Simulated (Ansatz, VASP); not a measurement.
## TaH: VASP beside Ansatz

```
CELL_PARAMETERS angstrom
2.77436 0.00000 0.00000
0.00000 2.77436 0.00000
0.00000 0.00000 2.77436
ATOMIC_POSITIONS crystal
Ta 0.00000 0.00000 0.00000
H 0.50000 0.50000 0.50000
```

Change from the starting cell: species swapped into the YbTl type (Pm-3m, No. 221).

Alike in both runs: functional PBE; k mesh 7 × 7 × 7; occupations gaussian, width 0.2 eV; no spin polarisation.

Ansatz relaxed the structure, and its values are those at the end. VASP's run is a single point on that final structure, the one shown.

|  | VASP | Ansatz |
| --- | --- | --- |
| version | VASP 6.6.1 | Ansatz 0.2.0 |
| potentials or method | VASP PAW PBE potentials, release 64 (Ta_pv, H), cutoff 500 eV | scalar-relativistic, plane waves, PAW |
| valence electrons in the cell | 12 | 14 |

Ansatz gave:

| Item | Value |
| --- | --- |
| gap on the k mesh at the Fermi level (eV) | none |
| pressure (GPa) | 0.5 |

Question: What did VASP give for the same quantities?

Answer: gap on the k mesh at the Fermi level (eV): none; pressure (GPa): 0.6.

A gap of «none» marks a metal or a gap that the smearing closes. VASP's potentials hold 12 valence electrons a cell and Ansatz's 14, so a difference there can come from the potentials and not from the codes.

Spin-orbit coupling is off throughout.
